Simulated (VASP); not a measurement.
Set up this calculation in VASP 6.6.1, as the native input.

```yaml
Task: single point
Functional: PBEsol
Potentials_or_basis: VASP PAW PBE potentials, release 64 (K_sv)
Cutoff: 500 eV
k_mesh: 6 × 6 × 6
Occupations: gaussian, width 0.1 eV
Spin: no spin polarisation
Dipole_correction: no
Further_INCAR_settings: ALGO = Normal; EDIFF = 1e-06; NBANDS = 10
```

The structure of K lies in POSCAR:

```
K
1.0
   -2.6976076924      2.6976076924      2.5061233639
    2.6976076924     -2.6976076924      2.5061233639
    2.6976076924      2.6976076924     -2.5061233639
K
1
Direct
    0.0000000000      0.0000000000      0.0000000000
```

One way to write it, as run:

INCAR

```
SYSTEM = K
PREC = Accurate ; ENCUT = 500
EDIFF = 1E-6 ; ISMEAR = 0
SIGMA = 0.1 ; LREAL = .False.
LASPH = .True. ; NELM = 120
ALGO = Normal ; ISIF = 2
LWAVE = .False. ; LCHARG = .False.
GGA = PS ; NBANDS = 10
GGA_COMPAT = .False.
```

KPOINTS

```
regular mesh
0
Gamma
  6 6 6
  0 0 0
```

Potentials or basis: VASP PAW PBE potentials, release 64 (K_sv).

Launch:

```console
$ cat potpaw_PBE.64/K_sv/POTCAR > POTCAR
$ mpirun -np 1 vasp_std > vasp.out
```

It gave:

```
Pressure : -0.1 GPa
```

Caveat: the PAW data sets were made with another functional, which shifts forces and pressure a little.

Run time: 7 s on 1 thread of Intel(R) Xeon(R) 6975P-C (Granite Rapids) (shared host), peak memory 0.2 GiB.
